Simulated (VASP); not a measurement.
The system is Ge5Mo.

```
Ge Mo
1.0
     3.06020    0.00000    0.00000
     0.00000    3.06020    0.00000
     0.00000    0.00000   12.96289
Ge Mo
5 1
Direct
  0.50000 0.50000 0.33448
  0.50000 0.50000 0.66552
  0.00000 0.00000 0.17599
  0.00000 0.00000 0.82401
  0.00000 0.00000 0.50000
  0.50000 0.50000 0.00000
```

- Program: VASP 6.6.1
- Task: relaxation of cell and atoms
- Functional: PBE
- Potentials or basis: VASP PAW PBE potentials, release 64 (Ge_d, Mo_sv)
- Cutoff: 600 eV
- k mesh: 6 × 6 × 2
- Occupations: gaussian, width 0.1 eV
- Spin: no spin polarisation

At the start: pressure -8.6 GPa; volume 20.23 Å³/atom.

**Question.** How do energy, volume and symmetry change on relaxing?

**Answer.** Over 18 steps the energy falls by 255.7 meV/atom and the volume is 18.24 Å³/atom (-9.9 %); space group P4/mmm (No. 123, to 0.05 Å).

The path:
| step | energy change (eV) | largest force (eV/Å) | pressure (GPa) | volume (Å³) |
| --- | --- | --- | --- | --- |
| 1 | 0.0000 | 1.5104 | -8.57 | 121.39 |
| 2 | -0.6830 | 1.4404 | 2.59 | 103.34 |
| 3 | -0.6831 | 1.4425 | 2.45 | 103.48 |
| 4 | -0.9677 | 1.0193 | 3.29 | 102.82 |
| 5 | -1.2259 | 0.4940 | 6.92 | 101.27 |
| 6 | -1.4264 | 0.4104 | -0.65 | 109.27 |
| 7 | -1.4282 | 0.4025 | -1.29 | 110.17 |
| 8 | -1.4617 | 0.3703 | -0.99 | 110.34 |
| 9 | -1.4876 | 0.3229 | -0.49 | 110.60 |
| 10 | -1.4885 | 0.3148 | -0.36 | 110.66 |
| 11 | -1.5022 | 0.2796 | -0.02 | 109.96 |
| 12 | -1.5222 | 0.1473 | 1.20 | 107.90 |
| 13 | -1.5302 | 0.0845 | 0.43 | 108.66 |
| 14 | -1.5314 | 0.0902 | 0.04 | 109.03 |
| 15 | -1.5314 | 0.1018 | -0.07 | 109.11 |
| 16 | -1.5322 | 0.0883 | -0.12 | 109.15 |
| 17 | -1.5338 | 0.0516 | -0.09 | 109.24 |
| 18 | -1.5344 | 0.0252 | 0.00 | 109.41 |

Final structure:
```cif
data_structure
_symmetry_space_group_name_H-M 'P 1'
_symmetry_Int_Tables_number 1
_cell_length_a 3.1320
_cell_length_b 3.1320
_cell_length_c 11.1539
_cell_angle_alpha 90.000
_cell_angle_beta 90.000
_cell_angle_gamma 90.000
_cell_volume 109.41
loop_
_atom_site_label
_atom_site_type_symbol
_atom_site_fract_x
_atom_site_fract_y
_atom_site_fract_z
_atom_site_occupancy
Ge1 Ge 0.50000 0.50000 0.31917 1
Ge2 Ge 0.50000 0.50000 0.68083 1
Ge3 Ge 0.00000 0.00000 0.13527 1
Ge4 Ge 0.00000 0.00000 0.86473 1
Ge5 Ge 0.00000 0.00000 0.50000 1
Mo1 Mo 0.50000 0.50000 0.00000 1
```
